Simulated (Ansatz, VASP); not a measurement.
## InB5 in VASP and in Ansatz

INCAR

```
ALGO     = Normal         # electronic algorithm
EDIFF    = 1E-7           # SCF threshold, eV
EDIFFG   = -0.04          # ionic threshold
ENCUT    = 500            # plane-wave cutoff, eV
GGA      = PE             # functional
GGA_COMPAT= F            
IBRION   = 2              # ionic algorithm
ISIF     = 3              # what is computed and relaxed
ISMEAR   = 0              # smearing method
LASPH    = T              # aspherical terms in the spheres
LCHARG   = F              # write CHGCAR
LREAL    = F              # projectors in reciprocal space
LWAVE    = F              # write WAVECAR
NELM     = 120            # most SCF steps
NELMIN   = 4            
NSW      = 90             # ionic steps
PREC     = Accurate       # precision mode
SIGMA    = 0.1            # smearing width, eV
```

KPOINTS

```
k-points
0
Gamma
  6 6 6
```

POSCAR

```
InB5
1.0
    0.0000000000      3.0988365713      3.0988365713
    3.0988365713      0.0000000000      3.0988365713
    3.0988365713      3.0988365713      0.0000000000
In B
1 5
Direct
    0.0000000000      0.0000000000      0.0000000000
    0.7500000000      0.7500000000      0.7500000000
    0.3966927664      0.3966927664      0.8099217009
    0.3966927664      0.8099217009      0.3966927664
    0.3966927664      0.3966927664      0.3966927664
    0.8099217009      0.3966927664      0.3966927664
```

Input for Ansatz:

```yaml
crystal:
  lattice:
    - [0.0, 3.0988365713, 3.0988365713]
    - [3.0988365713, 0.0, 3.0988365713]
    - [3.0988365713, 3.0988365713, 0.0]
  atoms:
    - { symbol: In, position: [0.0, 0.0, 0.0] }
    - { symbol: B, position: [0.75, 0.75, 0.75] }
    - { symbol: B, position: [0.3966927664, 0.3966927664, 0.8099217009] }
    - { symbol: B, position: [0.3966927664, 0.8099217009, 0.3966927664] }
    - { symbol: B, position: [0.3966927664, 0.3966927664, 0.3966927664] }
    - { symbol: B, position: [0.8099217009, 0.3966927664, 0.3966927664] }
basis:
  ecutwfc: 420
kpoints:
  mp_grid: { grid: [6, 6, 6] }
hamiltonian:
  xc: pbe
scf:
  occupations: { method: gaussian, width: 0.1 }
  lower_state_search: "off"
output:
  forces: true
  stress: true
  eigenvalues: true
relax:
  adjacent_minimum: "off"
  f_tol: 0.04
  max_steps: 70
  cell: { stress_tol: 0.4 }
```

Change from the starting cell: species swapped into the ZrNi5 type (F-43m, No. 216).

Alike in both runs: task relaxation of cell and atoms; functional PBE; k mesh 6 × 6 × 6; occupations gaussian, width 0.1 eV; no spin polarisation.

```csv
,VASP,Ansatz
version,VASP 6.6.1,Ansatz 0.2.0
potentials or method,"VASP PAW PBE potentials, release 64 (In_d, B), cutoff 500 eV","scalar-relativistic, plane waves, PAW"
valence electrons in the cell,28,28
```

Ansatz gave:

- gap on the k mesh at the Fermi level, each at its own relaxed structure (eV): none
- relaxed volume (Å³/atom): 9.90
- relaxed cell length with the largest relative difference (Å): 4.380

Problem. Estimate VASP's values.

Solution. gap on the k mesh at the Fermi level, each at its own relaxed structure (eV): none; relaxed volume (Å³/atom): 9.88; relaxed cell length with the largest relative difference (Å): 4.377.

A gap of «none» marks a metal or a gap that the smearing closes.
